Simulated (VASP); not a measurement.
# WSe2 in VASP: notebook

WSe2 is run at these levels: LDA; tasks: single point.

Program: VASP 6.6.1. These are calculated values, not measurements. Logs are shortened: lines on timing, memory, paths and dates and some standing lists are left out, and cuts for length are marked.

## Step 1: The cell of the first run

The cell holds a slab with vacuum, 3 atoms: a = 3.117 Å, b = 3.117 Å, c = 16.660 Å, α = 90.00°, β = 90.00°, γ = 120.00°.

## Step 2: Single point, LDA

Contents of INCAR:

```
SYSTEM = WSe2
PREC = Accurate
ENCUT = 520
EDIFF = 1E-6
ISMEAR = 0
SIGMA = 0.05
LREAL = .False.
LASPH = .True.
NELM = 100
ALGO = Normal
ISIF = 2
LWAVE = .False.
LCHARG = .False.
NBANDS = 20
```

Contents of KPOINTS:

```
Automatic mesh
0
Gamma
  9 9 2
  0 0 0
```

Contents of POSCAR:

```
WSe2
1.0
    3.1174922976      0.0000000000      0.0000000000
   -1.5587461488      2.6998275258      0.0000000000
    0.0000000000      0.0000000000     16.6603124568
W Se
1 2
Direct
    0.0000000000      0.0000000000     -0.0030940386
    0.3333333333      0.6666666667      0.1035294014
    0.3333333333      0.6666666667      0.9036733446
```

Potentials or basis: VASP PAW LDA potentials, release 64 (W_sv, Se).

On the command line:

```
$ cat potpaw_LDA.64/W_sv/POTCAR potpaw_LDA.64/Se/POTCAR > POTCAR
$ mpirun -np 1 vasp_std > vasp.out
```

OUTCAR:

```text
SYSTEM = WSe2
   PREC = Accurate
   ENCUT = 520
   EDIFF = 1E-6
   ISMEAR = 0
   LREAL = .False.
   LASPH = .True.
   NELM = 100
   ISIF = 2

 ion  position               nearest neighbor table
   1  0.000  0.000  0.997-   3 2.38   3 2.38   3 2.38   2 2.53   2 2.53   2 2.53
   2  0.333  0.667  0.104-   1 2.53   1 2.53   1 2.53
   3  0.333  0.667  0.904-   1 2.38   1 2.38   1 2.38

  LATTYP: Found a hexagonal cell.
 ALAT       =     3.1174922976
 C/A-ratio  =     5.3441390921

  Lattice vectors:

 A1 = (   3.1174922976,   0.0000000000,   0.0000000000)
 A2 = (  -1.5587461488,   2.6998275258,   0.0000000000)
 A3 = (   0.0000000000,   0.0000000000,  16.6603124568)

Analysis of symmetry for initial positions (statically):
=====================================================================
 Subroutine PRICEL returns:
 Original cell was already a primitive cell.

 Routine SETGRP: Setting up the symmetry group for a
 hexagonal supercell.

 Subroutine GETGRP returns: Found  6 space group operations
 (whereof  6 operations were pure point group operations)
 out of a pool of 24 trial point group operations.

The static configuration has the point symmetry C_3v.

Analysis of symmetry for dynamics (positions and initial velocities):
=====================================================================
 Subroutine PRICEL returns:
 Original cell was already a primitive cell.

 Routine SETGRP: Setting up the symmetry group for a
 hexagonal supercell.

 Subroutine GETGRP returns: Found  6 space group operations
 (whereof  6 operations were pure point group operations)
 out of a pool of 24 trial point group operations.

The dynamic configuration has the point symmetry C_3v.

 Subroutine INISYM returns: Found  6 space group operations
 (whereof  6 operations are pure point group operations),
 and found     1 'primitive' translations

----------------------------------------------------------------------------------------

                                     Primitive cell

  volume of cell :     140.2247

  direct lattice vectors                    reciprocal lattice vectors
     3.117492298  0.000000000  0.000000000     0.320770640  0.185197015  0.000000000
    -1.558746149  2.699827526  0.000000000     0.000000000  0.370394031  0.000000000
     0.000000000  0.000000000 16.660312457     0.000000000  0.000000000  0.060022884

  length of vectors
     3.117492298  3.117492298 16.660312457     0.370394031  0.370394031  0.060022884

  position of ions in fractional coordinates (direct lattice)
     0.000000000  0.000000000  0.996905961
     0.333333333  0.666666667  0.103529401
     0.333333333  0.666666667  0.903673345

  ion indices of the primitive-cell ions
   primitive index   ion index
                 1           1
                 2           2
                 3           3

----------------------------------------------------------------------------------------

 KPOINTS: Automatic mesh

Automatic generation of k-mesh.
 Grid dimensions read from file:
 generate k-points for:    9    9    2

 Generating k-lattice:

  Cartesian coordinates                     Fractional coordinates (reciprocal lattice)
     0.035641182  0.020577446  0.000000000     0.111111111  0.000000000  0.000000000
     0.000000000  0.041154892  0.000000000     0.000000000  0.111111111  0.000000000
     0.000000000  0.000000000  0.030011442     0.000000000  0.000000000  0.500000000

  Length of vectors
     0.041154892  0.041154892  0.030011442

  Shift w.r.t. Gamma in fractional coordinates (k-lattice)
     0.000000000  0.000000000  0.000000000

 Subroutine IBZKPT returns following result:
 ===========================================

 Found     24 irreducible k-points:

 Following reciprocal coordinates:
            Coordinates               Weight
  0.000000  0.000000  0.000000      1.000000
  0.111111 -0.000000  0.000000      6.000000
  0.222222  0.000000  0.000000      6.000000
  0.333333  0.000000  0.000000      6.000000
  0.444444  0.000000  0.000000      6.000000
  0.111111  0.111111  0.000000      6.000000
[... 16 lines left out ...]
  0.333333  0.222222  0.500000     12.000000
  0.333333  0.333333  0.500000      2.000000
   k-points           NKPTS =     24   k-points in BZ     NKDIM =     24   number of bands    NBANDS=     20
   number of dos      NEDOS =    301   number of ions     NIONS =      3
   total plane-waves  NPLWV =  72576
   dimension x,y,z NGX =    24 NGY =   24 NGZ =  126
   dimension x,y,z NGXF=    48 NGYF=   48 NGZF=  252
   ions per type =               1   2
   NGX,Y,Z   is equivalent  to a cutoff of  12.80, 12.80, 12.57 a.u.
   NGXF,Y,Z  is equivalent  to a cutoff of  25.60, 25.60, 25.15 a.u.
 SYSTEM =  WSe2
   PREC   = accura    normal or accurate (medium, high low for compatibility)
   ISTART =      0    job   : 0-new  1-cont  2-samecut
   ICHARG =      2    charge: 1-file 2-atom 10-const
   ISPIN  =      1    spin polarized calculation?
   LNONCOLLINEAR =      F non collinear calculations
   LSORBIT =      F    spin-orbit coupling
   LASPH  =      T    aspherical Exc in radial PAW
   ENCUT  =  520.0 eV  38.22 Ry    6.18 a.u.   5.80  5.80 30.98*2*pi/ulx,y,z
   NELM   =    100;   NELMIN=  2; NELMDL= -5     # of ELM steps
   EDIFF  = 0.1E-05   stopping-criterion for ELM
   LREAL  =      F    real-space projection
   EDIFFG = 0.1E-04   stopping-criterion for IOM
   NSW    =      0    number of steps for IOM
   IBRION =     -1    ionic relax: 0-MD 1-quasi-New 2-CG
   NFREE  =      0    steps in history (QN), initial steepest desc. (CG)
   ISIF   =      2    stress and relaxation
   ISYM   =      2    0-nonsym 1-usesym 2-fastsym
   POTIM  = 0.5000    time-step for ionic-motion
   TEBEG  =    0.0;   TEEND  =   0.0 temperature during run
   PSTRESS=    0.0 pullay stress
   NELECT =      26.0000    total number of electrons
   NUPDOWN=      -1.0000    fix difference up-down
   EMIN   =  10.00;   EMAX   =-10.00  energy-range for DOS
   EFERMI =   0.00;   METHOD = LEGACY
   ISMEAR =     0;   SIGMA  =   0.05  broadening in eV -4-tet -1-fermi 0-gaus
   EFERMI_NEDOS =   21; number of points for ismear=-14 and -15
   IALGO  =     38    algorithm
   IMIX   =      4    mixing-type and parameters
     AMIX     =   0.40;   BMIX     =  1.00
     AMIX_MAG =   1.60;   BMIX_MAG =  1.00
  volume/ion in A,a.u.               =      46.74       315.43
  Fermi-wavevector in a.u.,A,eV,Ry     =   0.933522  1.764100 11.856971  0.871463
  Thomas-Fermi vector in A             =   2.060232
   LORBIT       =      0    0 simple, 1 ext, 2 COOP (PROOUT), +10 PAW based schemes
   GGA     = CA    functional components
   LHFCALC =     F    Hartree Fock is set to
   AEXX    =    0.0000 exact exchange contribution
   IVDW    =     0    specifies the selected vdW correction
   LEPSILON=     F    determine dielectric tensor
   LRPA    =     F    only Hartree local field effects (RPA)
 non-spin polarized calculation
 Gauss-broadening in eV      SIGMA  =   0.05
  energy-cutoff  :      520.00
  volume of cell :      140.22
 maximum number of plane-waves:      3802
 NGX is ok and might be reduce to    24
   NGX = 11   NGY = 11   NGZ = 61

 number of electron      25.9999999 magnetization

 Free energy of the ion-electron system (eV)
  ---------------------------------------------------
  ext. energy  EPLUGINS =         0.00000000
  ---------------------------------------------------
  free energy    TOTEN  =       -23.65519161 eV

  energy without entropy =      -23.65519161  energy(sigma->0) =      -23.65519161

 E-fermi :  -0.3395     XC(G=0):  -5.1241

 val. band max:       -0.5615890033   @ k =   0.3333   0.3333   0.5000
 cond. band min:       1.1325232179   @ k =   0.2222   0.1111   0.0000
 fundamental gap:      1.6941122212
 Fermi energy:        -0.3394556589

 k-point     1 :       0.0000    0.0000    0.0000
  band No.  band energies     occupation
      1     -73.7170      2.00000
      2     -38.4152      2.00000
      3     -38.0827      2.00000
      4     -38.0827      2.00000
      5     -16.0344      2.00000
      6     -14.5536      2.00000
[... 12 lines left out ...]
     19       4.5542      0.00000
     20       5.3948      0.00000

 k-point     2 :       0.1111   -0.0000    0.0000
  band No.  band energies     occupation
      1     -73.7141      2.00000
      2     -38.4048      2.00000
      3     -38.1351      2.00000
      4     -38.0946      2.00000
      5     -15.8036      2.00000
      6     -14.4350      2.00000
[... 12 lines left out ...]
     19       4.8493      0.00000
     20       5.8838      0.00000

 k-point     3 :       0.2222    0.0000    0.0000
  band No.  band energies     occupation
      1     -73.7069      2.00000
      2     -38.3786      2.00000
      3     -38.2657      2.00000
      4     -38.1248      2.00000
      5     -15.1660      2.00000
      6     -14.1030      2.00000
[... 12 lines left out ...]
     19       5.5918      0.00000
     20       6.5253      0.00000

 k-point     4 :       0.3333    0.0000    0.0000
  band No.  band energies     occupation
      1     -73.6987      2.00000
      2     -38.4131      2.00000
      3     -38.3463      2.00000
      4     -38.1588      2.00000
      5     -14.3105      2.00000
      6     -13.6361      2.00000
[... 12 lines left out ...]
     19       6.4011      0.00000
     20       6.7170      0.00000

 k-point     5 :       0.4444    0.0000    0.0000
  band No.  band energies     occupation
      1     -73.6934      2.00000
      2     -38.5054      2.00000
      3     -38.3272      2.00000
      4     -38.1809      2.00000
      5     -13.6682      2.00000
      6     -13.1894      2.00000
[... 12 lines left out ...]
     19       6.6948      0.00000
     20       6.8973      0.00000
[... 353 lines left out ...]
      6     -13.0305      2.00000
[... 12 lines left out ...]
     19       7.5277      0.00000
     20       7.9985      0.00000

 k-point    22 :       0.2222    0.2222    0.5000
  band No.  band energies     occupation
      1     -73.6951      2.00000
      2     -38.4206      2.00000
      3     -38.3333      2.00000
      4     -38.2311      2.00000
      5     -13.9008      2.00000
      6     -13.3648      2.00000
[... 12 lines left out ...]
     19       7.0238      0.00000
     20       7.2370      0.00000

 k-point    23 :       0.3333    0.2222    0.5000
  band No.  band energies     occupation
      1     -73.6910      2.00000
      2     -38.4536      2.00000
      3     -38.3185      2.00000
      4     -38.2871      2.00000
      5     -13.4183      2.00000
      6     -12.9337      2.00000
[... 12 lines left out ...]
     19       7.5381      0.00000
     20       8.1405      0.00000

 k-point    24 :       0.3333    0.3333    0.5000
  band No.  band energies     occupation
      1     -73.6896      2.00000
      2     -38.4094      2.00000
      3     -38.3631      2.00000
      4     -38.3132      2.00000
      5     -13.2623      2.00000
      6     -12.7450      2.00000
[... 12 lines left out ...]
     19       6.6511      0.00000
     20       8.4284      0.00000

------------------------ aborting loop because EDIFF is reached ----------------------------------------

  FORCE on cell =-STRESS in cart. coord.  units (eV):
  Direction    XX          YY          ZZ          XY          YZ          ZX
  --------------------------------------------------------------------------------------
  -------------------------------------------------------------------------------------
  Total        6.2188429      6.2188429      4.4101460     -0.0000000      0.0000000      0.0000000
  in kB       71.0551585     71.0551585     50.3893781     -0.0000000      0.0000000      0.0000000
  external PRESSURE =      64.1665650 kB  Pullay stress =       0.0000000 kB

 VOLUME and BASIS-vectors are now :
 -----------------------------------------------------------------------------
  energy-cutoff  :      520.00
  volume of cell :      140.22
      direct lattice vectors                 reciprocal lattice vectors
     3.117492298  0.000000000  0.000000000     0.320770640  0.185197015  0.000000000
    -1.558746149  2.699827526  0.000000000     0.000000000  0.370394031  0.000000000
     0.000000000  0.000000000 16.660312457     0.000000000  0.000000000  0.060022884

 POSITION                                       TOTAL-FORCE (eV/Angst)
 -----------------------------------------------------------------------------------
      0.00000      0.00000     16.60876         0.000000      0.000000      4.160207
     -0.00000      1.79989      1.72483        -0.000000      0.000000     -0.612898
     -0.00000      1.79989     15.05548        -0.000000     -0.000000     -3.547309
 -----------------------------------------------------------------------------------
    total drift:                                0.000000      0.000000      0.000270

  FREE ENERGIE OF THE ION-ELECTRON SYSTEM (eV)
  ---------------------------------------------------
  free  energy   TOTEN  =       -23.6551916085 eV

  energy  without entropy=      -23.6551916085  energy(sigma->0) =      -23.65519161
```

It took 65 s on 1 thread of Intel Xeon Platinum 8375C at 2.90GHz (Ice Lake), shared host; peak memory 0.24 GiB.

What came out:

```yaml
Free_energy: -23.6552 eV
Largest_force: 4.160 eV/Å
Band_gap_on_the_k_mesh: 1.69 eV, indirect (least direct gap 2.26 eV)
```

Forces in eV/Å, atoms in the order of the input:
```
W    0.000  0.000  4.160
Se   0.000  0.000 -0.613
Se   0.000  0.000 -3.547
```

Caveat: spin-orbit coupling is left out, which moves the levels of the heavy elements.

## Step 3: Single point, LDA

Contents of INCAR:

```
PREC = Accurate
ENCUT = 520
EDIFF = 1E-7
ISMEAR = 0
SIGMA = 0.05
LREAL = F
LASPH = T
NELM = 80
ALGO = Normal
ISIF = 2
LWAVE = F
LCHARG = T
GGA = CA
LELF = T
LVHAR = T
NBANDS = 20
```

Contents of KPOINTS:

```
Automatic mesh
0
Gamma
  9 9 2
```

Contents of POSCAR:

```
WSe2
1.0
    3.1174922976      0.0000000000      0.0000000000
   -1.5587461488      2.6998275258      0.0000000000
    0.0000000000      0.0000000000     16.6603124568
W Se
1 2
Direct
    0.0000000000      0.0000000000     -0.0010313462
    0.3333333333      0.6666666667      0.1011284861
    0.3333333333      0.6666666667      0.9012724293
```

Potentials or basis: VASP PAW LDA potentials, release 64 (W_sv, Se).

On the command line:

```
$ cat potpaw_LDA.64/W_sv/POTCAR potpaw_LDA.64/Se/POTCAR > POTCAR
$ mpirun -np 1 vasp_std > vasp.out
```

It took 72 s on 1 thread of Intel Xeon Platinum 8375C at 2.90GHz (Ice Lake), shared host; peak memory 0.23 GiB.

Results (log left out):

* Free energy: -23.8615 eV
* Largest force: 1.912 eV/Å
* Band gap on the k mesh: 1.73 eV, indirect (least direct gap 2.26 eV)

Forces on the atoms (eV/Å):
```
W    0.000  0.000  1.388
Se   0.000  0.000  0.524
Se   0.000  0.000 -1.912
```

Levels at points of the mesh, in eV from the valence-band top:
```
           k point  band 9  band 10  band 11  band 12  band 13  band 14  band 15  band 16  band 17  band 18
(0.00, 0.00, 0.00)   -2.30    -2.30    -0.90    -0.90    -0.77     3.59     3.59     3.92     3.92     4.61
(0.00, 0.00, 0.50)   -2.30    -2.30    -0.90    -0.90    -0.77     3.59     3.59     3.92     3.92     4.72
```

Caveat: spin-orbit coupling is left out, which moves the levels of the heavy elements.
